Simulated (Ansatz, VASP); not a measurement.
**One calculation of PtS2, two programs**

The input INCAR:

```
SYSTEM = PtS2
PREC     = Accurate       ! precision mode
ENCUT    = 500            ! plane-wave cutoff, eV
EDIFF    = 1E-6           ! SCF threshold, eV
ISMEAR   = 0              ! smearing method
SIGMA    = 0.01           ! smearing width, eV
LREAL    = .FALSE.        ! projectors in reciprocal space
LASPH    = .TRUE.         ! aspherical terms in the spheres
NELM     = 200            ! most SCF steps
ALGO     = Normal         ! electronic algorithm
ISIF     = 2              ! what is computed and relaxed
LWAVE    = .FALSE.        ! write WAVECAR
LCHARG   = .FALSE.        ! write CHGCAR
MAGMOM   = 0 0 0 0 0 0 0 0 0 ! initial moments
LORBIT   = 11             ! projections on sites
LSORBIT  = .TRUE.         ! spin-orbit coupling
GGA_COMPAT= .FALSE.      
LORBMOM  = .TRUE.       
LMAXMIX  = 4              ! l up to which the mixer works
GGA      = PE             ! functional
IVDW     = 12             ! dispersion correction
NBANDS   = 35             ! bands
```

The input KPOINTS:

```
Automatic mesh
0
G
  12 12 8
  0 0 0
```

POSCAR

```
PtS2
1.0
    3.5830653997      0.0000000000      0.0000000000
   -1.7915326998      3.1030256596      0.0000000000
    0.0000000000      0.0000000000      4.6639927029
Pt S
1 2
Direct
    0.0000000000      0.0000000000      0.0000000000
    0.3333333333      0.6666666667      0.2586282044
    0.6666666667      0.3333333333      0.7413717956
```

Input for Ansatz:

```yaml
crystal:
  lattice:
    - [3.5830653997, 0.0, 0.0]
    - [-1.7915326998, 3.1030256596, 0.0]
    - [0.0, 0.0, 4.6639927029]
  atoms:
    - { symbol: Pt, position: [0.0, 0.0, 0.0] }
    - { symbol: S, position: [0.3333333333, 0.6666666667, 0.2586282044] }
    - { symbol: S, position: [0.6666666667, 0.3333333333, 0.7413717956] }
basis:
  ecutwfc: 420
kpoints:
  mp_grid: { grid: [12, 12, 8] }
  band_path:
    path:
      - [[0.0, 0.0, 0.0], [0.5, 0.0, 0.0], [0.33333333, 0.33333333, 0.0], [0.0, 0.0, 0.0], [0.0, 0.0, 0.5], [0.5, 0.0, 0.5], [0.33333333, 0.33333333, 0.5], [0.0, 0.0, 0.5]]
      - [[0.5, 0.0, 0.5], [0.5, 0.0, 0.0]]
      - [[0.33333333, 0.33333333, 0.5], [0.33333333, 0.33333333, 0.0]]
    npoints: 10
hamiltonian:
  xc: pbe
  dispersion: d3bj
scf:
  occupations: { method: gaussian, width: 0.01 }
output:
  forces: true
  stress: true
  eigenvalues: true
  populations: true
  dos: { projected: true, de: 0.02 }
  bader: false
  write_density: true
  write_potential: true
  elf: true
  volumetric_format: npy
magnetization:
  noncollinear: true
  spin_orbit: true
```

Alike in both runs: task single point; functional PBE; dispersion D3(BJ); k mesh 12 × 12 × 8; occupations gaussian, width 0.01 eV; non-collinear spin, spin-orbit coupling.

|  | VASP | Ansatz |
| --- | --- | --- |
| version | VASP 6.6.1 | Ansatz 0.2.0 |
| potentials or method | VASP PAW PBE potentials, release 64 (Pt, S), cutoff 500 eV | plane waves, PAW |
| valence electrons in the cell | 22 | 30 |

```tsv
	VASP	Ansatz	Ansatz less VASP
pressure (GPa)	-0.2	0.1	+0.31
traceless stress, the component that is largest in VASP (GPa)	0.31	0.20	-0.115
rms of the force components (eV/Å)	0.005	0.005	+0.0001
```

Atom by atom the forces differ by 0.010 eV/Å (rms over components). VASP's potentials hold 22 valence electrons a cell and Ansatz's 30, so a difference there can come from the potentials and not from the codes.
